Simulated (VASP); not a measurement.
# Ba3SbP (Pm-3m) in VASP: settings compared

The runs below take Ba3SbP through single point, with PBE, LDA.

Everything below comes from runs of VASP 6.6.1. Logs are shortened: lines on timing, memory, paths and dates and some standing lists are left out, and cuts for length are marked.

## (1) The cell of the first run

It takes space group Pm-3m (No. 221, cubic). Conventional cell: a = 6.113 Å, b = 6.113 Å, c = 6.113 Å, α = 90.00°, β = 90.00°, γ = 90.00°. Within 4.0 Å of Ba (site symmetry 4/mmm) lie 2 P at 3.06 Å. Sb (site symmetry m-3m) has 12 Ba at 4.32 Å and 8 P at 5.29 Å within 5.7 Å. P (site symmetry m-3m) has 6 Ba at 3.06 Å within 4.0 Å.

## (2) Single point, PBE

Input file INCAR:

```
PREC = Accurate ; ENCUT = 500
EDIFF = 1E-6 ; ISMEAR = -1
SIGMA = 0.1 ; LREAL = F
LASPH = T ; NELM = 120
ALGO = Normal ; ISIF = 2
LWAVE = F ; LCHARG = T
GGA = PE ; LELF = T
LVHAR = T ; NBANDS = 33
GGA_COMPAT = F
```

Input file KPOINTS:

```
Automatic mesh
0
Gamma
  4 4 4
```

Input file POSCAR:

```
Ba3SbP
1.0
    6.1131770000      0.0000000000      0.0000000000
    0.0000000000      6.1131770000      0.0000000000
    0.0000000000      0.0000000000      6.1131770000
Ba Sb P
3 1 1
Direct
    0.5000000000      0.5000000000      0.0000000000
    0.5000000000      0.0000000000      0.5000000000
    0.0000000000      0.5000000000      0.5000000000
    0.0000000000      0.0000000000      0.0000000000
    0.5000000000      0.5000000000      0.5000000000
```

Potentials or basis: VASP PAW PBE potentials, release 64 (Ba_sv, Sb_d_GW, P).

Run with:

```
$ cat potpaw_PBE.64/Ba_sv/POTCAR potpaw_PBE.64/Sb_d_GW/POTCAR potpaw_PBE.64/P/POTCAR > POTCAR
$ mpirun -np 1 vasp_std > vasp.out
```

OUTCAR:

```text
PREC = Accurate
   ENCUT = 500
   EDIFF = 1E-6
   ISMEAR = -1
   LREAL = F
   LASPH = T
   NELM = 120
   ISIF = 2
   GGA = PE

 ion  position               nearest neighbor table
   1  0.500  0.500  0.000-   5 3.06   5 3.06   2 4.32   2 4.32   3 4.32   3 4.32   2 4.32   2 4.32
                             3 4.32   3 4.32
   2  0.500  0.000  0.500-   5 3.06   5 3.06   1 4.32   1 4.32   1 4.32   3 4.32   3 4.32   1 4.32
                             3 4.32   3 4.32
   3  0.000  0.500  0.500-   5 3.06   5 3.06   1 4.32   1 4.32   2 4.32   1 4.32   2 4.32   2 4.32
                             1 4.32   2 4.32
   4  0.000  0.000  0.000-
   5  0.500  0.500  0.500-   1 3.06   2 3.06   3 3.06   1 3.06   2 3.06   3 3.06

  LATTYP: Found a simple cubic cell.
 ALAT       =     6.1131770000

  Lattice vectors:

 A1 = (   6.1131770000,   0.0000000000,   0.0000000000)
 A2 = (   0.0000000000,   6.1131770000,   0.0000000000)
 A3 = (   0.0000000000,   0.0000000000,   6.1131770000)

Analysis of symmetry for initial positions (statically):
=====================================================================
 Subroutine PRICEL returns:
 Original cell was already a primitive cell.

 Routine SETGRP: Setting up the symmetry group for a
 simple cubic supercell.

 Subroutine GETGRP returns: Found 48 space group operations
 (whereof 48 operations were pure point group operations)
 out of a pool of 48 trial point group operations.

The static configuration has the point symmetry O_h .

Analysis of symmetry for dynamics (positions and initial velocities):
=====================================================================
 Subroutine PRICEL returns:
 Original cell was already a primitive cell.

 Routine SETGRP: Setting up the symmetry group for a
 simple cubic supercell.

 Subroutine GETGRP returns: Found 48 space group operations
 (whereof 48 operations were pure point group operations)
 out of a pool of 48 trial point group operations.

The dynamic configuration has the point symmetry O_h .

 Subroutine INISYM returns: Found 48 space group operations
 (whereof 48 operations are pure point group operations),
 and found     1 'primitive' translations

----------------------------------------------------------------------------------------

                                     Primitive cell

  volume of cell :     228.4551

  direct lattice vectors                    reciprocal lattice vectors
     6.113177000  0.000000000  0.000000000     0.163581064  0.000000000  0.000000000
     0.000000000  6.113177000  0.000000000     0.000000000  0.163581064  0.000000000
     0.000000000  0.000000000  6.113177000     0.000000000  0.000000000  0.163581064

  length of vectors
     6.113177000  6.113177000  6.113177000     0.163581064  0.163581064  0.163581064

  position of ions in fractional coordinates (direct lattice)
     0.500000000  0.500000000  0.000000000
     0.500000000  0.000000000  0.500000000
     0.000000000  0.500000000  0.500000000
     0.000000000  0.000000000  0.000000000
     0.500000000  0.500000000  0.500000000

  ion indices of the primitive-cell ions
   primitive index   ion index
                 1           1
                 2           2
                 3           3
                 4           4
                 5           5

----------------------------------------------------------------------------------------

 KPOINTS: Automatic mesh

Automatic generation of k-mesh.
 Grid dimensions read from file:
 generate k-points for:    4    4    4

 Generating k-lattice:

  Cartesian coordinates                     Fractional coordinates (reciprocal lattice)
     0.040895266  0.000000000  0.000000000     0.250000000  0.000000000  0.000000000
     0.000000000  0.040895266  0.000000000     0.000000000  0.250000000  0.000000000
     0.000000000  0.000000000  0.040895266     0.000000000  0.000000000  0.250000000

  Length of vectors
     0.040895266  0.040895266  0.040895266

  Shift w.r.t. Gamma in fractional coordinates (k-lattice)
     0.000000000  0.000000000  0.000000000

 Subroutine IBZKPT returns following result:
 ===========================================

 Found     10 irreducible k-points:

 Following reciprocal coordinates:
            Coordinates               Weight
  0.000000  0.000000  0.000000      1.000000
  0.250000  0.000000  0.000000      6.000000
  0.500000  0.000000  0.000000      3.000000
  0.250000  0.250000  0.000000     12.000000
  0.500000  0.250000  0.000000     12.000000
  0.500000  0.500000  0.000000      3.000000
  0.250000  0.250000  0.250000      8.000000
  0.500000  0.250000  0.250000     12.000000
  0.500000  0.500000  0.250000      6.000000
  0.500000  0.500000  0.500000      1.000000
   k-points           NKPTS =     10   k-points in BZ     NKDIM =     10   number of bands    NBANDS=     33
   number of dos      NEDOS =    301   number of ions     NIONS =      5
   total plane-waves  NPLWV = 110592
   dimension x,y,z NGX =    48 NGY =   48 NGZ =   48
   dimension x,y,z NGXF=    96 NGYF=   96 NGZF=   96
   ions per type =               3   1   1
   NGX,Y,Z   is equivalent  to a cutoff of  13.05, 13.05, 13.05 a.u.
   NGXF,Y,Z  is equivalent  to a cutoff of  26.11, 26.11, 26.11 a.u.
 SYSTEM =  unknown system
   PREC   = accura    normal or accurate (medium, high low for compatibility)
   ISTART =      0    job   : 0-new  1-cont  2-samecut
   ICHARG =      2    charge: 1-file 2-atom 10-const
   ISPIN  =      1    spin polarized calculation?
   LNONCOLLINEAR =      F non collinear calculations
   LSORBIT =      F    spin-orbit coupling
   LASPH  =      T    aspherical Exc in radial PAW
   ENCUT  =  500.0 eV  36.75 Ry    6.06 a.u.  11.15 11.15 11.15*2*pi/ulx,y,z
   NELM   =    120;   NELMIN=  2; NELMDL= -5     # of ELM steps
   EDIFF  = 0.1E-05   stopping-criterion for ELM
   LREAL  =      F    real-space projection
   EDIFFG = 0.1E-04   stopping-criterion for IOM
   NSW    =      0    number of steps for IOM
   IBRION =     -1    ionic relax: 0-MD 1-quasi-New 2-CG
   NFREE  =      0    steps in history (QN), initial steepest desc. (CG)
   ISIF   =      2    stress and relaxation
   ISYM   =      2    0-nonsym 1-usesym 2-fastsym
   POTIM  = 0.5000    time-step for ionic-motion
   TEBEG  =    0.0;   TEEND  =   0.0 temperature during run
   PSTRESS=    0.0 pullay stress
   NELECT =      50.0000    total number of electrons
   NUPDOWN=      -1.0000    fix difference up-down
   EMIN   =  10.00;   EMAX   =-10.00  energy-range for DOS
   EFERMI =   0.00;   METHOD = LEGACY
   ISMEAR =    -1;   SIGMA  =   0.10  broadening in eV -4-tet -1-fermi 0-gaus
   EFERMI_NEDOS =   21; number of points for ismear=-14 and -15
   IALGO  =     38    algorithm
   IMIX   =      4    mixing-type and parameters
     AMIX     =   0.40;   BMIX     =  1.00
     AMIX_MAG =   1.60;   BMIX_MAG =  1.00
  volume/ion in A,a.u.               =      45.69       308.34
  Fermi-wavevector in a.u.,A,eV,Ry     =   0.986577  1.864361 13.243028  0.973335
  Thomas-Fermi vector in A             =   2.117968
   LORBIT       =      0    0 simple, 1 ext, 2 COOP (PROOUT), +10 PAW based schemes
   GGA     = PE    functional components
   LHFCALC =     F    Hartree Fock is set to
   AEXX    =    0.0000 exact exchange contribution
   IVDW    =     0    specifies the selected vdW correction
   LEPSILON=     F    determine dielectric tensor
   LRPA    =     F    only Hartree local field effects (RPA)
 non-spin polarized calculation
  energy-cutoff  :      500.00
  volume of cell :      228.46
 maximum number of plane-waves:      5832
 NGX is ok and might be reduce to    48
   NGX = 23   NGY = 23   NGZ = 23

 number of electron      50.0000007 magnetization

 Free energy of the ion-electron system (eV)
  ---------------------------------------------------
  ext. energy  EPLUGINS =         0.00000000
  ---------------------------------------------------
  free energy    TOTEN  =       -19.48030059 eV

  energy without entropy =      -19.47061776  energy(sigma->0) =      -19.47545917

 E-fermi :   2.1713     XC(G=0):  -7.9222

 val. band max:        1.9865744479   @ k =   0.0000   0.0000   0.0000
 cond. band min:       2.2763980369   @ k =   0.0000   0.0000   0.0000
 fundamental gap:      0.2898235890
 Fermi energy:         2.1713159314

 k-point     1 :       0.0000    0.0000    0.0000
  band No.  band energies     occupation
      1     -26.2672      2.00000
      2     -26.2005      2.00000
      3     -26.2005      2.00000
      4     -25.7479      2.00000
      5     -25.7479      2.00000
      6     -25.7479      2.00000
[... 25 lines left out ...]
     32       5.1922      0.00000
     33       5.2074      0.00000

 k-point     2 :       0.2500    0.0000    0.0000
  band No.  band energies     occupation
      1     -26.2586      2.00000
      2     -26.2088      2.00000
      3     -26.2004      2.00000
      4     -25.7479      2.00000
      5     -25.7479      2.00000
      6     -25.7479      2.00000
[... 25 lines left out ...]
     32       4.8026      0.00000
     33       5.5823      0.00000

 k-point     3 :       0.5000    0.0000    0.0000
  band No.  band energies     occupation
      1     -26.2449      2.00000
      2     -26.2222      2.00000
      3     -26.2003      2.00000
      4     -25.7479      2.00000
      5     -25.7479      2.00000
      6     -25.7479      2.00000
[... 25 lines left out ...]
     32       4.4261      0.00000
     33       5.7020      0.00000

 k-point     4 :       0.2500    0.2500    0.0000
  band No.  band energies     occupation
      1     -26.2510      2.00000
      2     -26.2113      2.00000
      3     -26.2052      2.00000
      4     -25.7479      2.00000
      5     -25.7479      2.00000
      6     -25.7479      2.00000
[... 169 lines left out ...]
     32       5.0831      0.00000
     33       5.1862      0.00000

 k-point     9 :       0.5000    0.5000    0.2500
  band No.  band energies     occupation
      1     -26.2223      2.00000
      2     -26.2220      2.00000
      3     -26.2220      2.00000
      4     -25.7478      2.00000
      5     -25.7478      2.00000
      6     -25.7478      2.00000
[... 25 lines left out ...]
     32       4.6108      0.00000
     33       5.3652      0.00000

 k-point    10 :       0.5000    0.5000    0.5000
  band No.  band energies     occupation
      1     -26.2219      2.00000
      2     -26.2219      2.00000
      3     -26.2219      2.00000
      4     -25.7478      2.00000
      5     -25.7478      2.00000
      6     -25.7478      2.00000
[... 25 lines left out ...]
     32       4.3432      0.00000
     33       5.7329      0.00000

------------------------ aborting loop because EDIFF is reached ----------------------------------------

  FORCE on cell =-STRESS in cart. coord.  units (eV):
  Direction    XX          YY          ZZ          XY          YZ          ZX
  --------------------------------------------------------------------------------------
  -------------------------------------------------------------------------------------
  Total       -0.1241435     -0.1241435     -0.1241435     -0.0000000     -0.0000000     -0.0000000
  in kB       -0.8706299     -0.8706299     -0.8706299     -0.0000000     -0.0000000     -0.0000000
  external PRESSURE =      -0.8706299 kB  Pullay stress =       0.0000000 kB

 VOLUME and BASIS-vectors are now :
 -----------------------------------------------------------------------------
  energy-cutoff  :      500.00
  volume of cell :      228.46
      direct lattice vectors                 reciprocal lattice vectors
     6.113177000  0.000000000  0.000000000     0.163581064  0.000000000  0.000000000
     0.000000000  6.113177000  0.000000000     0.000000000  0.163581064  0.000000000
     0.000000000  0.000000000  6.113177000     0.000000000  0.000000000  0.163581064

 POSITION                                       TOTAL-FORCE (eV/Angst)
 -----------------------------------------------------------------------------------
      3.05659      3.05659      0.00000         0.000000      0.000000      0.000000
      3.05659      0.00000      3.05659         0.000000      0.000000      0.000000
      0.00000      3.05659      3.05659         0.000000      0.000000      0.000000
      0.00000      0.00000      0.00000         0.000000      0.000000      0.000000
      3.05659      3.05659      3.05659         0.000000      0.000000      0.000000
 -----------------------------------------------------------------------------------
    total drift:                                0.000000      0.000000     -0.000000

  FREE ENERGIE OF THE ION-ELECTRON SYSTEM (eV)
  ---------------------------------------------------
  free  energy   TOTEN  =       -19.4803005902 eV

  energy  without entropy=      -19.4706177586  energy(sigma->0) =      -19.47545917
```

Run time: 55 s. Hardware: 1 thread of Intel Xeon 6975P-C (Granite Rapids), shared host; peak memory 0.37 GiB.

What came out:

```
Free energy            : -19.4803 eV
Pressure               : -0.1 GPa
Band gap on the k mesh : 0.29 eV
```

Levels at points of the mesh, in eV from the valence-band top:
| k point | band 23 | band 24 | band 25 | band 26 | band 27 | band 28 |
| --- | --- | --- | --- | --- | --- | --- |
| (0.00, 0.00, 0.00) | 0.00 | 0.00 | 0.00 | 0.29 | 0.50 | 0.50 |
| (0.50, 0.00, 0.00) | -0.73 | -0.64 | -0.64 | 0.87 | 1.37 | 1.47 |
| (0.50, 0.50, 0.00) | -1.09 | -0.94 | -0.90 | 1.88 | 1.88 | 2.03 |
| (0.50, 0.50, 0.50) | -0.76 | -0.76 | -0.76 | 1.63 | 1.63 | 1.63 |

Caveat: spin-orbit coupling is left out, which moves the levels of the heavy elements.

## (3) Single point, LDA

Input file INCAR:

```
SYSTEM = Ba3SbP
ALGO = Normal
EDIFF = 1E-6
ENCUT = 500
GGA_COMPAT = .False.
ISIF = 2
ISMEAR = -1
LASPH = .True.
LCHARG = .False.
LREAL = .False.
LWAVE = .False.
NBANDS = 33
NELM = 120
PREC = Accurate
SIGMA = 0.1
```

Input file KPOINTS:

```
k-points
0
Gamma
  5 5 5
  0 0 0
```

POSCAR is that of step 2.

Potentials or basis: VASP PAW LDA potentials, release 64 (Ba_sv, Sb_d_GW, P).

Run with:

```
$ cat potpaw_LDA.64/Ba_sv/POTCAR potpaw_LDA.64/Sb_d_GW/POTCAR potpaw_LDA.64/P/POTCAR > POTCAR
$ mpirun -np 1 vasp_std > vasp.out
```

OUTCAR:

```text
SYSTEM = Ba3SbP
   EDIFF = 1E-6
   ENCUT = 500
   ISIF = 2
   ISMEAR = -1
   LASPH = .True.
   LREAL = .False.
   NELM = 120
   PREC = Accurate

 ion  position               nearest neighbor table
   1  0.500  0.500  0.000-   5 3.06   5 3.06   2 4.32   2 4.32   3 4.32   3 4.32   2 4.32   2 4.32
                             3 4.32   3 4.32
   2  0.500  0.000  0.500-   5 3.06   5 3.06   1 4.32   1 4.32   1 4.32   3 4.32   3 4.32   1 4.32
                             3 4.32   3 4.32
   3  0.000  0.500  0.500-   5 3.06   5 3.06   1 4.32   1 4.32   2 4.32   1 4.32   2 4.32   2 4.32
                             1 4.32   2 4.32
   4  0.000  0.000  0.000-
[... 549 lines left out ...]
  Total       -2.8821143     -2.8821143     -2.8821143     -0.0000000     -0.0000000      0.0000000
  in kB      -20.2125393    -20.2125393    -20.2125393     -0.0000000     -0.0000000      0.0000000
  external PRESSURE =     -20.2125393 kB  Pullay stress =       0.0000000 kB

 VOLUME and BASIS-vectors are now :
 -----------------------------------------------------------------------------
  energy-cutoff  :      500.00
  volume of cell :      228.46
      direct lattice vectors                 reciprocal lattice vectors
     6.113177000  0.000000000  0.000000000     0.163581064  0.000000000  0.000000000
     0.000000000  6.113177000  0.000000000     0.000000000  0.163581064  0.000000000
     0.000000000  0.000000000  6.113177000     0.000000000  0.000000000  0.163581064

 POSITION                                       TOTAL-FORCE (eV/Angst)
 -----------------------------------------------------------------------------------
      3.05659      3.05659      0.00000         0.000000      0.000000      0.000000
      3.05659      0.00000      3.05659         0.000000      0.000000      0.000000
      0.00000      3.05659      3.05659         0.000000      0.000000      0.000000
      0.00000      0.00000      0.00000         0.000000      0.000000      0.000000
      3.05659      3.05659      3.05659         0.000000      0.000000      0.000000
 -----------------------------------------------------------------------------------
    total drift:                                0.000000      0.000000     -0.000000

  FREE ENERGIE OF THE ION-ELECTRON SYSTEM (eV)
  ---------------------------------------------------
  free  energy   TOTEN  =       -21.5254347576 eV

  energy  without entropy=      -21.5166476468  energy(sigma->0) =      -21.52104120
```

It took 1.8 min on 1 thread of Intel Xeon Platinum 8488C (Sapphire Rapids), shared host; peak memory 0.29 GiB.

Results:

| Quantity | Value |
| --- | --- |
| Free energy | -21.5254 eV |
| Pressure | -2.0 GPa |
| Band gap on the k mesh | 0.14 eV |

Caveat: spin-orbit coupling is left out, which moves the levels of the heavy elements; an odd mesh through Γ misses points on the zone boundary, where band edges can lie.
